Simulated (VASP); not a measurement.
# MgS (Fm-3m) in VASP: elastic constants with PBE

Aim: the elastic constants of MgS with PBE.

Program: VASP 6.6.1. These are calculated values, not measurements. Logs are shortened: lines on timing, memory, paths and dates and some standing lists are left out, and cuts for length are marked.

**1. The cell of the first run**

Symmetry: Fm-3m, No. 225, cubic system. The conventional cell has a = 5.230 Å, b = 5.230 Å, c = 5.230 Å, α = 90.00°, β = 90.00°, γ = 90.00°. Mg (site symmetry m-3m) has 6 S at 2.61 Å within 3.4 Å. S (site symmetry m-3m) has 6 Mg at 2.61 Å within 3.4 Å.

**2. Elastic constants, PBE**

The input, INCAR:

```
SYSTEM = MgS
PREC = Accurate
ENCUT = 600
EDIFF = 1E-8
ISMEAR = 0
SIGMA = 0.01
LREAL = .False.
LASPH = .True.
NELM = 120
ALGO = Normal
ISIF = 3
LWAVE = .False.
LCHARG = .True.
GGA = PE
IBRION = 6
NFREE = 2
POTIM = 0.015
NSW = 1
GGA_COMPAT = .False.
```

The input, KPOINTS:

```
Automatic mesh
0
Gamma
  8 8 8
  0 0 0
```

The input, POSCAR:

```
MgS
1.0
    0.0000000000      2.6148576572      2.6148576572
    2.6148576572      0.0000000000      2.6148576572
    2.6148576572      2.6148576572      0.0000000000
Mg S
1 1
Direct
    0.0000000000      0.0000000000      0.0000000000
    0.5000000000      0.5000000000      0.5000000000
```

Potentials or basis: VASP PAW PBE potentials, release 64 (Mg, S).

Launch:

```console
> cat potpaw_PBE.64/Mg/POTCAR potpaw_PBE.64/S/POTCAR > POTCAR
> mpirun -np 1 vasp_std > vasp.out
```

OUTCAR:

```text
SYSTEM = MgS
   PREC = Accurate
   ENCUT = 600
   EDIFF = 1E-8
   ISMEAR = 0
   LREAL = .False.
   LASPH = .True.
   NELM = 120
   ISIF = 3
   GGA = PE
   IBRION = 6
   NFREE = 2
   POTIM = 0.015
   NSW = 1

 ion  position               nearest neighbor table
   1  0.000  0.000  0.000-   2 2.61   2 2.61   2 2.61   2 2.61   2 2.61   2 2.61
   2  0.500  0.500  0.500-   1 2.61   1 2.61   1 2.61   1 2.61   1 2.61   1 2.61

  LATTYP: Found a face centered cubic cell.
 ALAT       =     5.2297153144

  Lattice vectors:

 A1 = (   0.0000000000,   2.6148576572,   2.6148576572)
 A2 = (   2.6148576572,   0.0000000000,   2.6148576572)
 A3 = (   2.6148576572,   2.6148576572,   0.0000000000)

Analysis of symmetry for initial positions (statically):
=====================================================================
 Subroutine PRICEL returns:
 Original cell was already a primitive cell.

 Routine SETGRP: Setting up the symmetry group for a
 face centered cubic supercell.

 Subroutine GETGRP returns: Found 48 space group operations
 (whereof 48 operations were pure point group operations)
 out of a pool of 48 trial point group operations.

The static configuration has the point symmetry O_h .

Analysis of symmetry for dynamics (positions and initial velocities):
=====================================================================
 Subroutine PRICEL returns:
 Original cell was already a primitive cell.

 Routine SETGRP: Setting up the symmetry group for a
 face centered cubic supercell.

 Subroutine GETGRP returns: Found 48 space group operations
 (whereof 48 operations were pure point group operations)
 out of a pool of 48 trial point group operations.

The dynamic configuration has the point symmetry O_h .

 Subroutine INISYM returns: Found 48 space group operations
[... 355 lines left out ...]
      8      11.5544      0.00000
[... 243 lines left out ...]
 k-point    24 :      -0.3750    0.2500    0.1250
  band No.  band energies     occupation
      1      -7.5341      2.00000
      2      -0.6379      2.00000
      3       1.5012      2.00000
      4       2.4693      2.00000
      5       9.1234      0.00000
      6       9.6681      0.00000
      7      11.9596      0.00000
      8      12.9357      0.00000

 [... further k-points ...]

------------------------ aborting loop because EDIFF is reached ----------------------------------------

  FORCE on cell =-STRESS in cart. coord.  units (eV):
  Direction    XX          YY          ZZ          XY          YZ          ZX
  --------------------------------------------------------------------------------------
  -------------------------------------------------------------------------------------
  Total       -0.0538272     -0.0597067     -0.0597067     -0.0000000      0.0000000      0.0000000
  in kB       -2.4117845     -2.6752186     -2.6752186     -0.0000000      0.0000000      0.0000000
  external PRESSURE =      -2.5874072 kB  Pullay stress =       0.0000000 kB
[... 17 lines left out ...]
  FREE ENERGIE OF THE ION-ELECTRON SYSTEM (eV)
  ---------------------------------------------------
  free  energy   TOTEN  =        -8.5029889648 eV

  energy  without entropy=       -8.5029889648  energy(sigma->0) =       -8.50298896

 INTERNAL STRAIN TENSORS FROM STRAINED CELLS
 ============================================

 INTERNAL STRAIN TENSOR FOR ION    1 for displacements in x,y,z  (eV/Angst):
          X           Y           Z          XY          YZ          ZX
  --------------------------------------------------------------------------------
  x    -0.00000    -0.00000     0.00000     0.00000     0.00000    -0.00000
  y    -0.00000    -0.00000    -0.00000     0.00000    -0.00000    -0.00000
  z    -0.00000     0.00000    -0.00000     0.00000     0.00000     0.00000

 INTERNAL STRAIN TENSORS FROM DISPLACED ATOMS
 ============================================

 INTERNAL STRAIN TENSOR FOR ION    1 for displacements in x,y,z  (eV/Angst):
          X           Y           Z          XY          YZ          ZX
  --------------------------------------------------------------------------------
  x     0.00000     0.00000     0.00000     0.00000     0.00000     0.00000
  y     0.00000     0.00000     0.00000     0.00000     0.00000     0.00000
  z     0.00000     0.00000     0.00000     0.00000     0.00000     0.00000

 INTERNAL STRAIN TENSOR FOR ION    2 for displacements in x,y,z  (eV/Angst):
          X           Y           Z          XY          YZ          ZX
  --------------------------------------------------------------------------------
  x     0.00000     0.00000     0.00000     0.00000     0.00000     0.00000
  y     0.00000     0.00000     0.00000     0.00000     0.00000     0.00000
  z     0.00000     0.00000     0.00000     0.00000     0.00000     0.00000

 Eigenvectors and eigenvalues of the dynamical matrix
 ----------------------------------------------------

   1 f  =    6.711128 THz    42.167260 2PiTHz  223.859127 cm-1    27.754982 meV
             X         Y         Z           dx          dy          dz
      0.000000  0.000000  0.000000     0.000000    0.000000   -0.754388
      2.614858  2.614858  2.614858     0.000000    0.000000    0.656429
[... 21 lines left out ...]
   6 f/i=    0.001782 THz     0.011196 2PiTHz    0.059436 cm-1     0.007369 meV
             X         Y         Z           dx          dy          dz
      0.000000  0.000000  0.000000     0.114013   -0.469590   -0.444280
      2.614858  2.614858  2.614858     0.131027   -0.539667   -0.510581

--------------------------------------------------------------------------------------------------------

 ELASTIC MODULI CONTR FROM IONIC RELAXATION (kBar)
 Direction    XX          YY          ZZ          XY          YZ          ZX
 --------------------------------------------------------------------------------
 XX           0.0000      0.0000      0.0000      0.0000      0.0000      0.0000
 YY           0.0000      0.0000      0.0000      0.0000      0.0000      0.0000
 ZZ           0.0000      0.0000      0.0000      0.0000      0.0000      0.0000
 XY           0.0000      0.0000      0.0000      0.0000      0.0000      0.0000
 YZ           0.0000      0.0000      0.0000      0.0000      0.0000      0.0000
 ZX           0.0000      0.0000      0.0000      0.0000      0.0000      0.0000
 --------------------------------------------------------------------------------

 TOTAL ELASTIC MODULI (kBar)
 Direction    XX          YY          ZZ          XY          YZ          ZX
 --------------------------------------------------------------------------------
 XX        1387.0558    417.8131    417.8131     -0.0000      0.0000     -0.0000
 YY         417.8131   1387.0558    417.8131      0.0000     -0.0000      0.0000
 ZZ         417.8131    417.8131   1387.0558     -0.0000      0.0000     -0.0000
 XY          -0.0000      0.0000     -0.0000    541.0494      0.0000      0.0000
 YZ           0.0000     -0.0000      0.0000      0.0000    541.0494      0.0000
 ZX          -0.0000      0.0000     -0.0000      0.0000      0.0000    541.0494
 --------------------------------------------------------------------------------
```

OSZICAR:

```text
N       E                     dE             d eps       ncg     rms          rms(c)
DAV:   1     0.236166237449E+02    0.23617E+02   -0.40357E+03   480   0.910E+02
DAV:   2    -0.787413737265E+01   -0.31491E+02   -0.30690E+02   624   0.110E+02
DAV:   3    -0.891005747354E+01   -0.10359E+01   -0.10359E+01   536   0.270E+01
[... 198 lines left out ...]
DAV:   4    -0.850298954158E+01    0.42359E-04   -0.40126E-04  1328   0.128E-01    0.250E-02
DAV:   5    -0.850298964003E+01   -0.98454E-07   -0.63450E-05  1040   0.610E-02    0.163E-02
DAV:   6    -0.850298890593E+01    0.73410E-06   -0.66414E-06  1128   0.220E-02    0.867E-03
DAV:   7    -0.850298898538E+01   -0.79442E-07   -0.58384E-07  1136   0.637E-03    0.431E-03
DAV:   8    -0.850298896491E+01    0.20465E-07   -0.13843E-07  1096   0.251E-03    0.956E-04
DAV:   9    -0.850298896483E+01    0.75602E-10   -0.59233E-09   608   0.725E-04
  17 F= -.85029890E+01 E0= -.85029890E+01  d E =-.845658E-56
```

Wall time 12 min (1 thread of Intel Xeon 8259CL, shared host); peak memory 0.27 GiB.

Results:

```
Elastic constants C11, C12, C44                         : 139, 42, 54 GPa
Voigt bulk modulus                                      : 74 GPa
Highest phonon frequency at Γ, LO-TO splitting left out : 224 cm⁻¹
```

Phonon frequencies in cm⁻¹ (negative: imaginary):
```tsv
q point	frequencies
(0.000, 0.000, 0.000)	0 0 0 224 224 224
```

Elastic tensor in Voigt notation (GPa, in the Cartesian axes of the cell as first typed):
```
139  42  42   0   0   0
 42 139  42   0   0   0
 42  42 139   0   0   0
  0   0   0  54   0   0
  0   0   0   0  54   0
  0   0   0   0   0  54
```

Clamped-ion elastic tensor (GPa):
```
139  42  42   0   0   0
 42 139  42   0   0   0
 42  42 139   0   0   0
  0   0   0  54   0   0
  0   0   0   0  54   0
  0   0   0   0   0  54
```
